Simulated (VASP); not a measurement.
CaO: relaxation of cell and atoms with PBEsol+D3(BJ)

Crystal: CaO.

```
CELL_PARAMETERS angstrom
0.00000 2.40356 2.40356
2.40356 0.00000 2.40356
2.40356 2.40356 0.00000
ATOMIC_POSITIONS crystal
Ca 0.00000 0.00000 0.00000
O 0.50000 0.50000 0.50000
```

```
Program                : VASP 6.6.1
Task                   : relaxation of cell and atoms
Functional             : PBEsol
Dispersion             : D3(BJ)
Potentials or basis    : VASP PAW PBE potentials, release 64 (Ca_sv, O)
Cutoff                 : 600 eV
k mesh                 : 10 × 10 × 10
Occupations            : fermi-dirac, width 0.05 eV
Spin                   : no spin polarisation
Dipole correction      : no
Further INCAR settings : ALGO = Normal; EDIFF = 1e-06; IBRION = 2; EDIFFG = -0.01; NSW = 80; ISIF = 3
```

The relaxed volume is 13.23 Å³/atom. The relaxed cell is a = 3.345 Å, b = 3.345 Å, c = 3.345 Å, α = 60.00°, β = 60.00°, γ = 60.00°, the space group after relaxing (to 0.1 Å) is Fm-3m (No. 225) and the energy gained by relaxing is 11.6 meV/atom. The ionic steps are 3, the pressure after relaxing is 0.0 GPa and the band gap on the k mesh is 3.51 eV (least direct gap 3.87 eV). The dispersion energy per atom is -0.277 eV.

Step by step:
```tsv
step	energy change (eV)	largest force (eV/Å)	pressure (GPa)	volume (Å³)
1	0.0000	0.0000	-5.38	27.77
2	-0.0191	0.0000	2.55	25.94
3	-0.0231	0.0000	0.01	26.45
```

Final structure:
```
Ca O
1.0
     0.00000    2.36496    2.36496
     2.36496    0.00000    2.36496
     2.36496    2.36496    0.00000
Ca O
1 1
Direct
  0.00000 0.00000 0.00000
  0.50000 0.50000 0.50000
```

Levels at points of the mesh, in eV from the valence-band top:
```
           k point  band 5  band 6  band 7  band 8  band 9  band 10  band 11  band 12
(0.00, 0.00, 0.00)  -15.54    0.00    0.00    0.00    4.96     6.30     6.30     6.30
(0.50, 0.00, 0.00)  -14.08   -2.81   -1.32   -1.32    7.24     8.64     8.64     8.70
(0.50, 0.50, 0.00)  -15.30   -1.29   -0.37   -0.37    3.51     8.41     9.20     9.92
```

It took 73 s on 1 thread of AMD EPYC 7R13 (shared host), peak memory 0.16 GiB.

Caveat: the PAW data sets were made with another functional, which shifts forces and pressure a little. A k mesh can miss the band edges.
